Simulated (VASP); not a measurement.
A run of VASP 6.6.1 is set up as follows.

INCAR

```
SYSTEM = BN
PREC = Accurate ; ENCUT = 520
EDIFF = 1E-7 ; ISMEAR = 0
SIGMA = 0.05 ; LREAL = .FALSE.
LASPH = .TRUE. ; NELM = 80
ALGO = Normal ; ISIF = 2
LWAVE = .FALSE. ; LCHARG = .TRUE.
GGA = PS ; LELF = .TRUE.
LVHAR = .TRUE. ; NBANDS = 16
```

KPOINTS

```
Automatic mesh
0
G
  12 12 4
  0 0 0
```

The input POSCAR:

```
BN
1.0
    2.4244065807      0.0000000000      0.0000000000
   -1.2122032904      2.0995976880      0.0000000000
    0.0000000000      0.0000000000      7.3221927551
B N
2 2
Direct
    0.3333333333      0.6666666667      0.2500000000
    0.6666666667      0.3333333333      0.7500000000
    0.3333333333      0.6666666667      0.7500000000
    0.6666666667      0.3333333333      0.2500000000
```

Potentials or basis: VASP PAW PBE potentials, release 64 (B, N).

Run with:

```bash
$ cat potpaw_PBE.64/B/POTCAR potpaw_PBE.64/N/POTCAR > POTCAR
$ mpirun -np 1 vasp_std > vasp.out
```

Task: Estimate the band gap on the k mesh.

Result: 4.49 eV, indirect (least direct gap 4.85 eV).

Task: Estimate the pressure.

Result: 24.6 GPa.

Stress tensor (GPa, compression positive):
```
37.14  0.00  0.00
 0.00 37.14  0.00
 0.00  0.00 -0.37
```

Caveat: the PAW data sets were made with another functional, which shifts forces and pressure a little; this functional lacks dispersion, which binds the layers, so the pressure and a relaxed spacing across them are unreliable. A k mesh can miss the band edges.
